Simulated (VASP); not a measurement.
# Ta2Si (I4/mcm) in VASP: a series of runs

Ta2Si is run at these levels: PBEsol; tasks: single point.

All numbers are computed with VASP 6.6.1; they aren't measurements. Logs are shortened: lines on timing, memory, paths and dates and some standing lists are left out, and cuts for length are marked.

## 1. The cell of the first run

It takes space group I4/mcm (No. 140, tetragonal). Conventional cell: a = 6.176 Å, b = 6.176 Å, c = 5.047 Å, α = 90.00°, β = 90.00°, γ = 90.00°. Ta (site symmetry m2m) has 4 Si at 2.63 Å and 11 Ta at 2.86 to 3.27 Å within 3.5 Å. Si (site symmetry 422) has 2 Si at 2.52 Å and 8 Ta at 2.63 Å within 3.3 Å.

## 2. Single point, PBEsol

Contents of INCAR:

```
SYSTEM = Ta2Si
  PREC = Accurate
  ENCUT = 520
  EDIFF = 1E-6
  ISMEAR = -5
  SIGMA = 0.1
  LREAL = .FALSE.
  LASPH = .TRUE.
  NELM = 100
  ALGO = Fast
  ISIF = 2
  LWAVE = .FALSE.
  LCHARG = .FALSE.
  GGA = PS
  NBANDS = 35
```

Contents of KPOINTS:

```
regular mesh
0
G
  10 10 10
  0 0 0
```

Contents of POSCAR:

```
Ta2Si
1.0
   -3.0877629443      3.0877629443      2.5236412193
    3.0877629443     -3.0877629443      2.5236412193
    3.0877629443      3.0877629443     -2.5236412193
Ta Si
4 2
Direct
    0.6635932100      0.8364067900      0.5000000000
    0.8364067900      0.3364067900      0.1728135800
    0.3364067900      0.1635932100      0.5000000000
    0.1635932100      0.6635932100      0.8271864200
    0.2500000000      0.2500000000      0.0000000000
    0.7500000000      0.7500000000      0.0000000000
```

Potentials or basis: VASP PAW PBE potentials, release 64 (Ta_pv, Si).

Launch:

```console
cat potpaw_PBE.64/Ta_pv/POTCAR potpaw_PBE.64/Si/POTCAR > POTCAR
mpirun -np 1 vasp_std > vasp.out
```

OUTCAR:

```text
SYSTEM = Ta2Si
   PREC = Accurate
   ENCUT = 520
   EDIFF = 1E-6
   ISMEAR = -5
   LREAL = .FALSE.
   LASPH = .TRUE.
   NELM = 100
   ISIF = 2
   GGA = PS

 ion  position               nearest neighbor table
   1  0.664  0.836  0.500-   5 2.63   5 2.63   6 2.63   6 2.63   3 2.86   3 2.94   3 2.94   2 3.23
                             4 3.23   4 3.23   2 3.23   4 3.27   2 3.27   4 3.27   2 3.27
   2  0.836  0.336  0.173-   6 2.63   5 2.63   5 2.63   6 2.63   4 2.86   4 2.94   4 2.94   1 3.23
                             3 3.23   3 3.23   1 3.23   1 3.27   3 3.27   3 3.27   1 3.27
   3  0.336  0.164  0.500-   6 2.63   6 2.63   5 2.63   5 2.63   1 2.86   1 2.94   1 2.94   2 3.23
                             4 3.23   4 3.23   2 3.23   4 3.27   2 3.27   2 3.27   4 3.27
   4  0.164  0.664  0.827-   6 2.63   5 2.63   5 2.63   6 2.63   2 2.86   2 2.94   2 2.94   3 3.23
                             1 3.23   1 3.23   3 3.23   3 3.27   1 3.27   1 3.27   3 3.27
   5  0.250  0.250  0.000-   6 2.52   6 2.52   1 2.63   1 2.63   3 2.63   4 2.63   3 2.63   2 2.63
                             4 2.63   2 2.63
   6  0.750  0.750  0.000-   5 2.52   5 2.52   3 2.63   3 2.63   1 2.63   1 2.63   4 2.63   2 2.63
                             4 2.63   2 2.63

  LATTYP: Found a body centered tetragonal cell.
 ALAT       =     6.1755258886
 C/A-ratio  =     0.8173040693

  Lattice vectors:

 A1 = (  -3.0877629443,   3.0877629443,   2.5236412193)
 A2 = (   3.0877629443,  -3.0877629443,   2.5236412193)
 A3 = (   3.0877629443,   3.0877629443,  -2.5236412193)

Analysis of symmetry for initial positions (statically):
=====================================================================
 Subroutine PRICEL returns:
 Original cell was already a primitive cell.

 Routine SETGRP: Setting up the symmetry group for a
 body centered tetragonal supercell.

 Subroutine GETGRP returns: Found 16 space group operations
 (whereof  8 operations were pure point group operations)
 out of a pool of 16 trial point group operations.

The static configuration has the point symmetry C_4h.
 The point group associated with its full space group is D_4h.

Analysis of symmetry for dynamics (positions and initial velocities):
=====================================================================
 Subroutine PRICEL returns:
 Original cell was already a primitive cell.

 Routine SETGRP: Setting up the symmetry group for a
 body centered tetragonal supercell.

 Subroutine GETGRP returns: Found 16 space group operations
 (whereof  8 operations were pure point group operations)
 out of a pool of 16 trial point group operations.

The dynamic configuration has the point symmetry C_4h.
 The point group associated with its full space group is D_4h.

 Subroutine INISYM returns: Found 16 space group operations
 (whereof  8 operations are pure point group operations),
 and found     1 'primitive' translations

----------------------------------------------------------------------------------------

                                     Primitive cell

  volume of cell :      96.2444

  direct lattice vectors                    reciprocal lattice vectors
    -3.087762944  3.087762944  2.523641219     0.000000000  0.161929529  0.198126420
     3.087762944 -3.087762944  2.523641219     0.161929529  0.000000000  0.198126420
     3.087762944  3.087762944 -2.523641219     0.161929529  0.161929529  0.000000000

  length of vectors
     5.043542902  5.043542902  5.043542902     0.255881322  0.255881322  0.229002936

  position of ions in fractional coordinates (direct lattice)
     0.663593210  0.836406790  0.500000000
     0.836406790  0.336406790  0.172813580
     0.336406790  0.163593210  0.500000000
     0.163593210  0.663593210  0.827186420
     0.250000000  0.250000000  0.000000000
     0.750000000  0.750000000  0.000000000

  ion indices of the primitive-cell ions
   primitive index   ion index
                 1           1
                 2           2
                 3           3
                 4           4
                 5           5
                 6           6

----------------------------------------------------------------------------------------

 KPOINTS: regular mesh

Automatic generation of k-mesh.
 Grid dimensions read from file:
 generate k-points for:   10   10   10

 Generating k-lattice:

  Cartesian coordinates                     Fractional coordinates (reciprocal lattice)
     0.000000000  0.016192953  0.019812642     0.100000000  0.000000000 -0.000000000
     0.016192953  0.000000000  0.019812642     0.000000000  0.100000000 -0.000000000
     0.016192953  0.016192953  0.000000000     0.000000000  0.000000000  0.100000000

  Length of vectors
     0.025588132  0.025588132  0.022900294

  Shift w.r.t. Gamma in fractional coordinates (k-lattice)
     0.000000000  0.000000000  0.000000000

 TETIRR: Found   2349 inequivalent tetrahedra from     6000

 Subroutine IBZKPT returns following result:
 ===========================================

 Found    102 irreducible k-points:

 Following reciprocal coordinates:
            Coordinates               Weight
  0.000000  0.000000  0.000000      1.000000
  0.100000  0.000000 -0.000000      8.000000
  0.200000  0.000000 -0.000000      8.000000
  0.300000  0.000000 -0.000000      8.000000
  0.400000  0.000000 -0.000000      8.000000
  0.500000  0.000000 -0.000000      4.000000
[... 16 lines left out ...]
  0.300000  0.300000 -0.000000      8.000000
  0.400000  0.300000 -0.000000     16.000000
 [... further k-points ...]
   k-points           NKPTS =    102   k-points in BZ     NKDIM =    102   number of bands    NBANDS=     35
   number of dos      NEDOS =    301   number of ions     NIONS =      6
   total plane-waves  NPLWV =  64000
   dimension x,y,z NGX =    40 NGY =   40 NGZ =   40
   dimension x,y,z NGXF=    80 NGYF=   80 NGZF=   80
   ions per type =               4   2
   NGX,Y,Z   is equivalent  to a cutoff of  13.18, 13.18, 13.18 a.u.
   NGXF,Y,Z  is equivalent  to a cutoff of  26.37, 26.37, 26.37 a.u.
 SYSTEM =  Ta2Si
   PREC   = accura    normal or accurate (medium, high low for compatibility)
   ISTART =      0    job   : 0-new  1-cont  2-samecut
   ICHARG =      2    charge: 1-file 2-atom 10-const
   ISPIN  =      1    spin polarized calculation?
   LNONCOLLINEAR =      F non collinear calculations
   LSORBIT =      F    spin-orbit coupling
   LASPH  =      T    aspherical Exc in radial PAW
   ENCUT  =  520.0 eV  38.22 Ry    6.18 a.u.   9.38  9.38  9.38*2*pi/ulx,y,z
   NELM   =    100;   NELMIN=  2; NELMDL= -5     # of ELM steps
   EDIFF  = 0.1E-05   stopping-criterion for ELM
   LREAL  =      F    real-space projection
[... 7 lines left out ...]
   TEBEG  =    0.0;   TEEND  =   0.0 temperature during run
   PSTRESS=    0.0 pullay stress
   NELECT =      52.0000    total number of electrons
   NUPDOWN=      -1.0000    fix difference up-down
   EMIN   =  10.00;   EMAX   =-10.00  energy-range for DOS
   EFERMI =   0.00;   METHOD = LEGACY
   ISMEAR =    -5;   SIGMA  =   0.10  broadening in eV -4-tet -1-fermi 0-gaus
   EFERMI_NEDOS =   21; number of points for ismear=-14 and -15
   IALGO  =     68    algorithm
   IMIX   =      4    mixing-type and parameters
     AMIX     =   0.40;   BMIX     =  1.00
     AMIX_MAG =   1.60;   BMIX_MAG =  1.00
  volume/ion in A,a.u.               =      16.04       108.25
  Fermi-wavevector in a.u.,A,eV,Ry     =   1.333370  2.519705 24.189476  1.777876
  Thomas-Fermi vector in A             =   2.462234
   LORBIT       =      0    0 simple, 1 ext, 2 COOP (PROOUT), +10 PAW based schemes
   GGA     = PS    functional components
   LHFCALC =     F    Hartree Fock is set to
   AEXX    =    0.0000 exact exchange contribution
   IVDW    =     0    specifies the selected vdW correction
   LEPSILON=     F    determine dielectric tensor
   LRPA    =     F    only Hartree local field effects (RPA)
 non-spin polarized calculation
 RMM-DIIS sequential band-by-band and
 Fermi weights with tetrahedron method with Bloechl corrections
  energy-cutoff  :      520.00
  volume of cell :       96.24
 maximum number of plane-waves:      2618
 NGX is ok and might be reduce to    40
   NGX = 19   NGY = 19   NGZ = 19

 number of electron      52.0000001 magnetization

 Free energy of the ion-electron system (eV)
  ---------------------------------------------------
  ext. energy  EPLUGINS =         0.00000000
  ---------------------------------------------------
  free energy    TOTEN  =       -65.29777449 eV

  energy without entropy =      -65.29777449  energy(sigma->0) =      -65.29777449

 E-fermi :   7.4352     XC(G=0): -12.5291

 val. band max:        7.5775028695   @ k =   0.0000   0.0000   0.0000
 cond. band min:       7.3940307714   @ k =   0.2000   0.2000  -0.0000
 fundamental gap:     -0.1834720982
 Fermi energy:         7.4352125282

 k-point     1 :       0.0000    0.0000    0.0000
  band No.  band energies     occupation
      1     -27.0932      2.00000
      2     -27.0932      2.00000
      3     -27.0771      2.00000
      4     -27.0313      2.00000
      5     -27.0313      2.00000
      6     -26.9970      2.00000
[... 27 lines left out ...]
     34      11.7844      0.00000
     35      12.9336      0.00000

 k-point     2 :       0.1000    0.0000   -0.0000
  band No.  band energies     occupation
      1     -27.1167      2.00000
      2     -27.1157      2.00000
      3     -27.0814      2.00000
      4     -27.0089      2.00000
      5     -27.0044      2.00000
      6     -26.9977      2.00000
[... 27 lines left out ...]
     34      11.5389      0.00000
     35      12.7099      0.00000

 k-point     3 :       0.2000    0.0000   -0.0000
  band No.  band energies     occupation
      1     -27.1494      2.00000
      2     -27.1462      2.00000
      3     -27.0959      2.00000
      4     -27.0022      2.00000
      5     -26.9756      2.00000
      6     -26.9622      2.00000
[... 27 lines left out ...]
     34      11.6423      0.00000
     35      12.1981      0.00000

 k-point     4 :       0.3000    0.0000   -0.0000
  band No.  band energies     occupation
      1     -27.1765      2.00000
      2     -27.1719      2.00000
      3     -27.0891      2.00000
      4     -27.0025      2.00000
      5     -26.9776      2.00000
      6     -26.9172      2.00000
[... 27 lines left out ...]
     34      11.4865      0.00000
     35      11.9565      0.00000

 k-point     5 :       0.4000    0.0000   -0.0000
  band No.  band energies     occupation
      1     -27.1930      2.00000
      2     -27.1901      2.00000
      3     -27.0543      2.00000
      4     -26.9934      2.00000
      5     -26.9928      2.00000
      6     -26.8993      2.00000
[... 638 lines left out ...]
 k-point    22 :      -0.2000    0.2000    0.0000
  band No.  band energies     occupation
      1     -27.1278      2.00000
      2     -27.0914      2.00000
      3     -27.0653      2.00000
      4     -27.0428      2.00000
      5     -27.0321      2.00000
      6     -26.9753      2.00000
[... 27 lines left out ...]
     34      11.9386      0.00000
     35      12.3138      0.00000

 k-point    23 :       0.3000    0.3000   -0.0000
  band No.  band energies     occupation
      1     -27.1988      2.00000
      2     -27.1230      2.00000
      3     -27.0825      2.00000
      4     -27.0209      2.00000
      5     -27.0006      2.00000
      6     -26.9239      2.00000
[... 27 lines left out ...]
     34      10.9689      0.00000
     35      11.9678      0.00000

 k-point    24 :       0.4000    0.3000   -0.0000
  band No.  band energies     occupation
      1     -27.1812      2.00000
      2     -27.1177      2.00000
      3     -27.0953      2.00000
      4     -27.0217      2.00000
      5     -26.9861      2.00000
      6     -26.9285      2.00000
[... 27 lines left out ...]
     34      11.1611      0.00000
     35      11.8673      0.00000

 [... further k-points ...]

------------------------ aborting loop because EDIFF is reached ----------------------------------------

  FORCE on cell =-STRESS in cart. coord.  units (eV):
  Direction    XX          YY          ZZ          XY          YZ          ZX
  --------------------------------------------------------------------------------------
  -------------------------------------------------------------------------------------
  Total       -2.0107853     -2.0107853     -1.2299277      0.0000000     -0.0000000      0.0000000
  in kB      -33.4734730    -33.4734730    -20.4745636      0.0000000     -0.0000000      0.0000000
  external PRESSURE =     -29.1405032 kB  Pullay stress =       0.0000000 kB

 VOLUME and BASIS-vectors are now :
 -----------------------------------------------------------------------------
  energy-cutoff  :      520.00
  volume of cell :       96.24
      direct lattice vectors                 reciprocal lattice vectors
    -3.087762944  3.087762944  2.523641219     0.000000000  0.161929529  0.198126420
     3.087762944 -3.087762944  2.523641219     0.161929529  0.000000000  0.198126420
     3.087762944  3.087762944 -2.523641219     0.161929529  0.161929529  0.000000000

 POSITION                                       TOTAL-FORCE (eV/Angst)
 -----------------------------------------------------------------------------------
      2.07749      1.01027      2.52364         0.032712     -0.032712     -0.000000
     -1.01027      2.07749      2.52364         0.032712      0.032712     -0.000000
      1.01027      2.07749      0.00000        -0.032712      0.032712     -0.000000
      4.09804      1.01027      0.00000        -0.032712     -0.032712      0.000000
      0.00000      0.00000      1.26182        -0.000000     -0.000000     -0.000000
      0.00000      0.00000      3.78546        -0.000000     -0.000000     -0.000000
 -----------------------------------------------------------------------------------
    total drift:                               -0.000000     -0.000000     -0.000000

  FREE ENERGIE OF THE ION-ELECTRON SYSTEM (eV)
  ---------------------------------------------------
  free  energy   TOTEN  =       -65.2977744945 eV

  energy  without entropy=      -65.2977744945  energy(sigma->0) =      -65.29777449
```

Wall time 6.3 min (1 thread of Intel Xeon Platinum 8259CL at 2.50GHz (Skylake/Cascade Lake), shared host); peak memory 0.44 GiB.

What came out:

```yaml
Free_energy: -65.2978 eV
Pressure: -2.9 GPa
Largest_force: 0.046 eV/Å
Band_gap_on_the_k_mesh: zero (bands 26 and 27 overlap by 0.78 eV)
```

Forces in eV/Å, atoms in the order of the input:
```
Ta   0.033 -0.033  0.000
Ta   0.033  0.033  0.000
Ta  -0.033  0.033  0.000
Ta  -0.033 -0.033  0.000
Si   0.000  0.000  0.000
Si   0.000  0.000  0.000
```

Levels at points of the mesh, in eV from the Fermi level:
| k point | band 24 | band 25 | band 26 | band 27 | band 28 | band 29 |
| --- | --- | --- | --- | --- | --- | --- |
| (0.00, 0.00, 0.00) | -2.03 | 0.14 | 0.21 | 0.91 | 1.28 | 1.28 |
| (0.50, 0.00, 0.00) | -1.98 | -1.08 | -1.08 | 0.67 | 0.67 | 1.85 |
| (0.50, 0.50, 0.00) | -1.48 | -0.21 | -0.01 | 0.06 | 0.61 | 1.31 |
| (0.50, 0.50, 0.50) | -1.04 | -1.04 | -1.02 | -0.27 | 0.21 | 0.70 |

Caveat: the PAW data sets were made with another functional, which shifts forces and pressure a little; spin-orbit coupling is left out, which moves the levels of the heavy elements; tetrahedron occupations give inexact forces and stress in metals.

[end of part 1 of 2]
